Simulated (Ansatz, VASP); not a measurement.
# Two plane-wave programs on CaO

```
CELL_PARAMETERS angstrom
0.02143 2.44900 2.44900
2.44900 0.02143 2.44900
2.47043 2.47043 0.00000
ATOMIC_POSITIONS crystal
Ca 0.00000 0.00000 0.00000
O 0.50000 0.50000 0.50000
```

Change from the starting cell: strain +0.0175 x Voigt [0, 0, 0, 0, 0, 1], atoms carried along.

Alike in both runs: task single point; functional PBE; k mesh 8 × 8 × 8; occupations gaussian, width 0.05 eV; no spin polarisation.

```csv
,VASP,Ansatz
version,VASP 6.6.1,Ansatz 0.2.0
potentials or method,"VASP PAW PBE potentials, release 64 (Ca_sv, O), cutoff 520 eV","scalar-relativistic, plane waves, PAW"
valence electrons in the cell,16,16
```

|  | VASP | Ansatz | Ansatz less VASP |
| --- | --- | --- | --- |
| gap on the k mesh at the Fermi level (eV) | 3.61 | 3.63 | +0.016 |
| least direct gap on the mesh (eV) | 3.98 | 4.00 | +0.016 |
| pressure (GPa) | -3.5 | -4.0 | -0.46 |
| traceless stress, the component that is largest in VASP (GPa) | -1.30 | -1.30 | -0.007 |

With one functional, cell and mesh, what is left measures potentials, basis and numerics.
